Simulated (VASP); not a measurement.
# GaO2 (R3m) in VASP: a series of runs

Runs on GaO2. Level: PBE. Tasks: single point.

Program: VASP 6.6.1. These are calculated values, not measurements. Logs are shortened: lines on timing, memory, paths and dates and some standing lists are left out, and cuts for length are marked.

## 1. The cell of the first run

The structure is trigonal, space group R3m (No. 160). The conventional cell has a = 2.630 Å, b = 2.630 Å, c = 15.275 Å, α = 90.00°, β = 90.00°, γ = 120.00°. Ga (site symmetry 3m) has 6 O at 1.97 Å and 6 Ga at 2.63 Å within 2.7 Å. Within 2.7 Å of O (site symmetry 3m) lie 3 Ga at 1.97 Å and 7 O at 2.50 to 2.63 Å. Within 2.7 Å of O (site symmetry 3m) lie 3 Ga at 1.97 Å and 7 O at 2.50 to 2.63 Å.

## 2. Single point, PBE

INCAR reads:

```
  PREC = Accurate
  ENCUT = 520
  EDIFF = 1E-7
  ISMEAR = 0
  SIGMA = 0.1
  LREAL = F
  LASPH = T
  NELM = 80
  ALGO = Normal
  ISIF = 2
  LWAVE = F
  LCHARG = T
  GGA = PE
  LELF = T
  LVHAR = T
  NBANDS = 20
```

KPOINTS reads:

```
regular mesh
0
Gamma
  6 6 6
```

POSCAR reads:

```
GaO2
1.0
    1.3150865479      0.7592655724      5.0918160572
   -1.3150865479      0.7592655724      5.0918160572
    0.0000000000     -1.5185311448      5.0918160572
Ga O
1 2
Direct
    0.0000000000      0.0000000000      0.0000000000
    0.7484000000      0.7484000000      0.7484000000
    0.5849000000      0.5849000000      0.5849000000
```

Potentials or basis: VASP PAW PBE potentials, release 64 (Ga_d, O).

Command:

```sh
cat potpaw_PBE.64/Ga_d/POTCAR potpaw_PBE.64/O/POTCAR > POTCAR
mpirun -np 1 vasp_std > vasp.out
```

OUTCAR:

```text
PREC = Accurate
   ENCUT = 520
   EDIFF = 1E-7
   ISMEAR = 0
   LREAL = F
   LASPH = T
   NELM = 80
   ISIF = 2
   GGA = PE

 ion  position               nearest neighbor table
   1  0.000  0.000  0.000-   2 1.97   2 1.97   2 1.97   3 1.97   3 1.97   3 1.97
   2  0.748  0.748  0.748-   1 1.97   1 1.97   1 1.97
   3  0.585  0.585  0.585-   1 1.97   1 1.97   1 1.97

  LATTYP: Found a trigonal (rhomboedric) cell.
 ALAT       =     5.3134289868
 COS(alpha) =     0.8774851014

  Lattice vectors:

 A1 = (   1.3150865479,   0.7592655724,   5.0918160572)
 A2 = (  -1.3150865479,   0.7592655724,   5.0918160572)
 A3 = (   0.0000000000,  -1.5185311448,   5.0918160572)

Analysis of symmetry for initial positions (statically):
=====================================================================
 Subroutine PRICEL returns:
 Original cell was already a primitive cell.

 Routine SETGRP: Setting up the symmetry group for a
 trigonal (rhombohedral) supercell.

 Subroutine GETGRP returns: Found  6 space group operations
 (whereof  6 operations were pure point group operations)
 out of a pool of 12 trial point group operations.

The static configuration has the point symmetry C_3v.

Analysis of symmetry for dynamics (positions and initial velocities):
=====================================================================
 Subroutine PRICEL returns:
 Original cell was already a primitive cell.

 Routine SETGRP: Setting up the symmetry group for a
 trigonal (rhombohedral) supercell.

 Subroutine GETGRP returns: Found  6 space group operations
 (whereof  6 operations were pure point group operations)
 out of a pool of 12 trial point group operations.

The dynamic configuration has the point symmetry C_3v.

 Subroutine INISYM returns: Found  6 space group operations
 (whereof  6 operations are pure point group operations),
 and found     1 'primitive' translations

----------------------------------------------------------------------------------------

                                     Primitive cell

  volume of cell :      30.5051

  direct lattice vectors                    reciprocal lattice vectors
     1.315086548  0.759265572  5.091816057     0.380203113  0.219510370  0.065464528
    -1.315086548  0.759265572  5.091816057    -0.380203113  0.219510370  0.065464528
     0.000000000 -1.518531145  5.091816057     0.000000000 -0.439020740  0.065464528

  length of vectors
     5.313428987  5.313428987  5.313428987     0.443874773  0.443874773  0.443874773

  position of ions in fractional coordinates (direct lattice)
     0.000000000  0.000000000  0.000000000
     0.748400000  0.748400000  0.748400000
     0.584900000  0.584900000  0.584900000

  ion indices of the primitive-cell ions
   primitive index   ion index
                 1           1
                 2           2
                 3           3

----------------------------------------------------------------------------------------

 KPOINTS: regular mesh

Automatic generation of k-mesh.
 Grid dimensions read from file:
 generate k-points for:    6    6    6

 Generating k-lattice:

  Cartesian coordinates                     Fractional coordinates (reciprocal lattice)
     0.063367186  0.036585062  0.010910755     0.166666667  0.000000000  0.000000000
    -0.063367186  0.036585062  0.010910755     0.000000000  0.166666667  0.000000000
     0.000000000 -0.073170123  0.010910755     0.000000000  0.000000000  0.166666667

  Length of vectors
     0.073979129  0.073979129  0.073979129

  Shift w.r.t. Gamma in fractional coordinates (k-lattice)
     0.000000000  0.000000000  0.000000000

 Subroutine IBZKPT returns following result:
 ===========================================

 Found     32 irreducible k-points:

 Following reciprocal coordinates:
            Coordinates               Weight
  0.000000  0.000000  0.000000      1.000000
  0.166667  0.000000  0.000000      6.000000
  0.333333  0.000000 -0.000000      6.000000
  0.500000  0.000000  0.000000      3.000000
  0.166667  0.166667  0.000000      6.000000
  0.333333  0.166667  0.000000     12.000000
[... 16 lines left out ...]
  0.500000  0.500000  0.166667      6.000000
 -0.333333  0.500000  0.166667     12.000000
 [... further k-points ...]
   k-points           NKPTS =     32   k-points in BZ     NKDIM =     32   number of bands    NBANDS=     20
   number of dos      NEDOS =    301   number of ions     NIONS =      3
   total plane-waves  NPLWV =  64000
   dimension x,y,z NGX =    40 NGY =   40 NGZ =   40
   dimension x,y,z NGXF=    80 NGYF=   80 NGZF=   80
   ions per type =               1   2
   NGX,Y,Z   is equivalent  to a cutoff of  12.52, 12.52, 12.52 a.u.
   NGXF,Y,Z  is equivalent  to a cutoff of  25.03, 25.03, 25.03 a.u.
 SYSTEM =  unknown system
   PREC   = accura    normal or accurate (medium, high low for compatibility)
   ISTART =      0    job   : 0-new  1-cont  2-samecut
   ICHARG =      2    charge: 1-file 2-atom 10-const
   ISPIN  =      1    spin polarized calculation?
   LNONCOLLINEAR =      F non collinear calculations
   LSORBIT =      F    spin-orbit coupling
   LASPH  =      T    aspherical Exc in radial PAW
   ENCUT  =  520.0 eV  38.22 Ry    6.18 a.u.   9.88  9.88  9.88*2*pi/ulx,y,z
   NELM   =     80;   NELMIN=  2; NELMDL= -5     # of ELM steps
   EDIFF  = 0.1E-06   stopping-criterion for ELM
   LREAL  =      F    real-space projection
   EDIFFG = 0.1E-05   stopping-criterion for IOM
   NSW    =      0    number of steps for IOM
   IBRION =     -1    ionic relax: 0-MD 1-quasi-New 2-CG
   NFREE  =      0    steps in history (QN), initial steepest desc. (CG)
   ISIF   =      2    stress and relaxation
   ISYM   =      2    0-nonsym 1-usesym 2-fastsym
   POTIM  = 0.5000    time-step for ionic-motion
   TEBEG  =    0.0;   TEEND  =   0.0 temperature during run
   PSTRESS=    0.0 pullay stress
   NELECT =      25.0000    total number of electrons
   NUPDOWN=      -1.0000    fix difference up-down
   EMIN   =  10.00;   EMAX   =-10.00  energy-range for DOS
   EFERMI =   0.00;   METHOD = LEGACY
   ISMEAR =     0;   SIGMA  =   0.10  broadening in eV -4-tet -1-fermi 0-gaus
   EFERMI_NEDOS =   21; number of points for ismear=-14 and -15
   IALGO  =     38    algorithm
   IMIX   =      4    mixing-type and parameters
     AMIX     =   0.40;   BMIX     =  1.00
     AMIX_MAG =   1.60;   BMIX_MAG =  1.00
  volume/ion in A,a.u.               =      10.17        68.62
  Fermi-wavevector in a.u.,A,eV,Ry     =   1.532019  2.895096 31.933995  2.347082
  Thomas-Fermi vector in A             =   2.639283
   LORBIT       =      0    0 simple, 1 ext, 2 COOP (PROOUT), +10 PAW based schemes
   GGA     = PE    functional components
   LHFCALC =     F    Hartree Fock is set to
   AEXX    =    0.0000 exact exchange contribution
   IVDW    =     0    specifies the selected vdW correction
   LEPSILON=     F    determine dielectric tensor
   LRPA    =     F    only Hartree local field effects (RPA)
 non-spin polarized calculation
 Gauss-broadening in eV      SIGMA  =   0.10
  energy-cutoff  :      520.00
  volume of cell :       30.51
 maximum number of plane-waves:       832
   NGX = 19   NGY = 19   NGZ = 19

 number of electron      25.0000003 magnetization

 Free energy of the ion-electron system (eV)
  ---------------------------------------------------
  ext. energy  EPLUGINS =         0.00000000
  ---------------------------------------------------
  free energy    TOTEN  =       -13.87971881 eV

  energy without entropy =      -13.85280903  energy(sigma->0) =      -13.86626392

 E-fermi :   2.7096     XC(G=0): -11.4377

 val. band max:        2.7056776503   @ k =  -0.1667   0.3333   0.1667
 cond. band min:       2.7189780489   @ k =  -0.3333   0.3333   0.3333
 fundamental gap:      0.0133003985
 Fermi energy:         2.7095879507

 k-point     1 :       0.0000    0.0000    0.0000
  band No.  band energies     occupation
      1     -16.8759      2.00000
      2     -14.8657      2.00000
      3     -10.6650      2.00000
      4     -10.6650      2.00000
      5     -10.6267      2.00000
      6     -10.1567      2.00000
[... 12 lines left out ...]
     19      20.7702      0.00000
     20      26.7389      0.00000

 k-point     2 :       0.1667    0.0000    0.0000
  band No.  band energies     occupation
      1     -16.4595      2.00000
      2     -14.7116      2.00000
      3     -10.7111      2.00000
      4     -10.5228      2.00000
      5     -10.4793      2.00000
      6     -10.1964      2.00000
[... 12 lines left out ...]
     19      21.2096      0.00000
     20      23.6663      0.00000

 k-point     3 :       0.3333    0.0000   -0.0000
  band No.  band energies     occupation
      1     -15.5325      2.00000
      2     -14.3965      2.00000
      3     -10.7004      2.00000
      4     -10.2758      2.00000
      5     -10.2234      2.00000
      6     -10.1748      2.00000
[... 12 lines left out ...]
     19      21.0030      0.00000
     20      21.2724      0.00000

 k-point     4 :       0.5000    0.0000    0.0000
  band No.  band energies     occupation
      1     -15.0178      2.00000
      2     -14.2368      2.00000
      3     -10.5815      2.00000
      4     -10.3154      2.00000
      5     -10.0651      2.00000
      6     -10.0102      2.00000
[... 12 lines left out ...]
     19      20.5411      0.00000
     20      21.0190      0.00000

 k-point     5 :       0.1667    0.1667    0.0000
  band No.  band energies     occupation
      1     -16.4500      2.00000
      2     -14.7273      2.00000
      3     -10.7105      2.00000
      4     -10.5229      2.00000
      5     -10.4782      2.00000
      6     -10.1963      2.00000
[... 12 lines left out ...]
     19      21.0761      0.00000
     20      23.6528      0.00000
[... 353 lines left out ...]
      6      -9.9358      2.00000
[... 12 lines left out ...]
     19      21.0586      0.00000
     20      21.2654      0.00000

 k-point    22 :      -0.1667    0.3333    0.1667
  band No.  band energies     occupation
      1     -15.0348      2.00000
      2     -14.2292      2.00000
      3     -10.5396      2.00000
      4     -10.4473      2.00000
      5     -10.1892      2.00000
      6      -9.9371      2.00000
[... 12 lines left out ...]
     19      20.8765      0.00000
     20      21.4842      0.00000

 k-point    23 :       0.5000    0.5000    0.1667
  band No.  band energies     occupation
      1     -15.4647      2.00000
      2     -14.4838      2.00000
      3     -10.6856      2.00000
      4     -10.2752      2.00000
      5     -10.2234      2.00000
      6     -10.1723      2.00000
[... 12 lines left out ...]
     19      20.5012      0.00000
     20      21.3210      0.00000

 k-point    24 :      -0.3333    0.5000    0.1667
  band No.  band energies     occupation
      1     -14.9977      2.00000
      2     -14.2725      2.00000
      3     -10.5324      2.00000
      4     -10.4468      2.00000
      5     -10.1822      2.00000
      6      -9.9346      2.00000
[... 12 lines left out ...]
     19      20.9327      0.00000
     20      21.0303      0.00000

 [... further k-points ...]
[... 5 lines left out ...]
  --------------------------------------------------------------------------------------
  -------------------------------------------------------------------------------------
  Total        8.1278093      8.1278093     -0.5628775      0.0000000     -0.0000000      0.0000000
  in kB      426.8861750    426.8861750    -29.5632693      0.0000000     -0.0000000      0.0000000
  external PRESSURE =     274.7363603 kB  Pullay stress =       0.0000000 kB

 VOLUME and BASIS-vectors are now :
 -----------------------------------------------------------------------------
  energy-cutoff  :      520.00
  volume of cell :       30.51
      direct lattice vectors                 reciprocal lattice vectors
     1.315086548  0.759265572  5.091816057     0.380203113  0.219510370  0.065464528
    -1.315086548  0.759265572  5.091816057    -0.380203113  0.219510370  0.065464528
     0.000000000 -1.518531145  5.091816057     0.000000000 -0.439020740  0.065464528

 POSITION                                       TOTAL-FORCE (eV/Angst)
 -----------------------------------------------------------------------------------
      0.00000      0.00000      0.00000         0.000000     -0.000000      0.004237
      0.00000      0.00000     11.43215         0.000000     -0.000000     -0.444972
      0.00000      0.00000      8.93461         0.000000      0.000000      0.440735
 -----------------------------------------------------------------------------------
    total drift:                               -0.000000      0.000000     -0.000044

  FREE ENERGIE OF THE ION-ELECTRON SYSTEM (eV)
  ---------------------------------------------------
  free  energy   TOTEN  =       -13.8797188149 eV

  energy  without entropy=      -13.8528090302  energy(sigma->0) =      -13.86626392
```

Wall time 46 s (1 thread of AMD EPYC 9R45 (Zen 5), shared host); peak memory 0.2 GiB.

Results:

```yaml
Free_energy: -13.8797 eV
Pressure: 27.5 GPa
Largest_force: 0.445 eV/Å
Band_gap_on_the_k_mesh: zero (an odd number of electrons rules out a gap without spin polarisation)
```

Forces on the atoms (eV/Å):
```
Ga   0.000  0.000  0.004
O    0.000  0.000 -0.445
O    0.000  0.000  0.441
```

Stress tensor (GPa, compression positive):
```
42.69  0.00  0.00
 0.00 42.69  0.00
 0.00  0.00 -2.96
```

Caveat: the k points lie up to 0.46 Å⁻¹ apart, too coarse for converged energies and pressures of a metal; an odd number of electrons without spin polarisation forces a metal; a magnetic or distorted state may lie lower.

## 3. Single point, PBE, collinear spin, ferromagnetic start

This run uses another cell than the first one, of 13.45 Å³/atom.

INCAR reads:

```
SYSTEM = GaO2
PREC     = Accurate       ! precision mode
ENCUT    = 520            ! plane-wave cutoff, eV
EDIFF    = 1E-7           ! SCF threshold, eV
ISMEAR   = 0              ! smearing method
SIGMA    = 0.1            ! smearing width, eV
LREAL    = .False.        ! projectors in reciprocal space
LASPH    = .True.         ! aspherical terms in the spheres
NELM     = 150            ! most SCF steps
ALGO     = Normal         ! electronic algorithm
ISIF     = 2              ! what is computed and relaxed
LWAVE    = .False.        ! write WAVECAR
LCHARG   = .False.        ! write CHGCAR
ISPIN    = 2              ! spin polarisation
MAGMOM   = 0 0.52 0.52    ! initial moments
LORBIT   = 11             ! projections on sites
GGA      = PE             ! functional
NBANDS   = 24             ! bands
```

KPOINTS reads:

```
Automatic mesh
0
Gamma
  6 6 6
  0 0 0
```

POSCAR reads:

```
GaO2
1.0
    1.4956067081      0.8634889355      5.2091075996
   -1.4956067081      0.8634889355      5.2091075996
    0.0000000000     -1.7269778710      5.2091075996
Ga O
1 2
Direct
   -0.0000089524     -0.0000089524     -0.0000089524
    0.7347761849      0.7347761849      0.7347761849
    0.5985327675      0.5985327675      0.5985327675
```

Potentials or basis: VASP PAW PBE potentials, release 64 (Ga_d, O).

Command:

```sh
cat potpaw_PBE.64/Ga_d/POTCAR potpaw_PBE.64/O/POTCAR > POTCAR
mpirun -np 1 vasp_std > vasp.out
```

Wall time 2.2 min (1 thread of AMD EPYC 9R45 (Zen 5), shared host); peak memory 0.29 GiB.

Results (log left out):

```yaml
Free_energy: -15.4676 eV
Pressure: 0.7 GPa
Largest_force: 0.077 eV/Å
Band_gap_on_the_k_mesh: 0.48 eV
Net_moment: 1.00 μB per cell
Site_moments: Ga -0.04; O +0.44 μB
Valence_electrons_inside_the_program's_atomic_spheres: Ga 11.58; O 4.91, 4.90
```

Forces in eV/Å, atoms in the order of the input:
```
Ga   0.000  0.000  0.000
O    0.000  0.000  0.077
O    0.000  0.000 -0.077
```

Levels at points of the mesh, in eV from the valence-band top:
Spin up:
| k point | band 11 | band 12 | band 13 | band 14 | band 15 | band 16 |
| --- | --- | --- | --- | --- | --- | --- |
| (0.00, 0.00, 0.00) | -0.43 | -0.41 | -0.41 | 1.90 | 8.31 | 10.20 |
| (0.50, 0.00, 0.00) | -2.59 | -0.69 | -0.22 | 5.80 | 7.29 | 11.29 |
| (0.50, 0.50, 0.00) | -2.63 | -0.63 | -0.40 | 5.87 | 7.41 | 11.23 |
| (0.50, 0.50, 0.50) | -1.18 | -0.38 | -0.38 | 2.28 | 7.23 | 12.67 |
Spin down:
```
           k point  band 9  band 10  band 11  band 12  band 13  band 14  band 15  band 16
(0.00, 0.00, 0.00)   -1.02    -1.02    -0.02    -0.02     1.46     2.40     8.48    10.78
(0.50, 0.00, 0.00)   -2.93    -2.59    -2.30    -0.32     1.71     5.98     7.42    11.36
(0.50, 0.50, 0.00)   -3.00    -2.47    -2.33    -0.27     1.47     6.07     7.56    11.34
(0.50, 0.50, 0.50)   -1.04    -1.04     0.00     0.00     0.48     2.93     7.52    12.86
```

A k mesh can miss the band edges.
